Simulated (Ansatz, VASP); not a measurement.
## NaH in VASP and in Ansatz

Contents of POSCAR:

```
NaH
1.0
    0.0000000000      2.3975116441      2.3975116441
    2.3975116441      0.0000000000      2.3975116441
    2.3975116441      2.3975116441      0.0000000000
Na H
1 1
Direct
    0.0000000000      0.0000000000      0.0000000000
    0.5000000000      0.5000000000      0.5000000000
```

Contents of INCAR.step1:

```
SYSTEM = NaH
ALGO = Normal
EDIFF = 1E-5
ENCUT = 520
GGA = PE
ISIF = 2
ISMEAR = 0
LASPH = .TRUE.
LCHARG = .FALSE.
LREAL = .FALSE.
LWAVE = .TRUE.
NBANDS = 11
NELM = 100
PREC = Accurate
SIGMA = 0.01
```

Contents of INCAR.step2:

```
SYSTEM = NaH
AEXX = 0.1
ALGO = Normal
EDIFF = 1E-6
ENCUT = 520
ISIF = 2
ISMEAR = 0
ISTART = 1
LASPH = .TRUE.
LCHARG = .FALSE.
LHFCALC = .TRUE.
LMIXTAU = .TRUE.
LREAL = .FALSE.
LWAVE = .FALSE.
METAGGA = R2SCAN
NBANDS = 11
NELM = 100
PREC = Accurate
PRECFOCK = Normal
SIGMA = 0.01
```

File KPOINTS:

```
k-points
0
G
  6 6 6
  0 0 0
```

Input for Ansatz:

```yaml
crystal:
  lattice:
    - [0.0, 2.3975116441, 2.3975116441]
    - [2.3975116441, 0.0, 2.3975116441]
    - [2.3975116441, 2.3975116441, 0.0]
  atoms:
    - { symbol: Na, position: [0.0, 0.0, 0.0] }
    - { symbol: H, position: [0.5, 0.5, 0.5] }
kpoints:
  mp_grid: { grid: [6, 6, 6] }
  band_path:
    path:
      - [0.0, 0.0, 0.0]
      - [0.5, 0.0, 0.5]
      - [0.625, 0.25, 0.625]
      - [0.375, 0.375, 0.75]
      - [0.5, 0.5, 0.5]
      - [0.5, 0.25, 0.75]
    npoints: 1
hamiltonian:
  xc: r2scanh
scf:
  occupations: { method: fixed }
  n_extra_bands: 4
output:
  forces: true
  stress: true
  eigenvalues: true
```

Alike in both runs: task single point; functional r2SCANh; k mesh 6 × 6 × 6; no spin polarisation.

```csv
,VASP,Ansatz
version,VASP 6.6.1,Ansatz 0.2.0
potentials or method,"VASP PAW PBE potentials, release 64 (Na_pv, H)","plane waves, PAW"
plane-wave cutoff (eV),520,500
occupations,"gaussian, width 0.01 eV",fixed
valence electrons in the cell,8,10
```

Ansatz gave:

| Property | Result |
| --- | --- |
| gap on the k mesh at the Fermi level (eV) | 5.06 |
| pressure (GPa) | -0.1 |

What did VASP give for the same quantities?

gap on the k mesh at the Fermi level (eV): 5.08; pressure (GPa): -0.3.

VASP's potentials were made for PBE, not for r2SCANh. VASP's potentials hold 8 valence electrons a cell and Ansatz's 10, so a difference there can come from the potentials and not from the codes. Ansatz's warnings: stress exchange threshold loose, stress scf threshold loose.
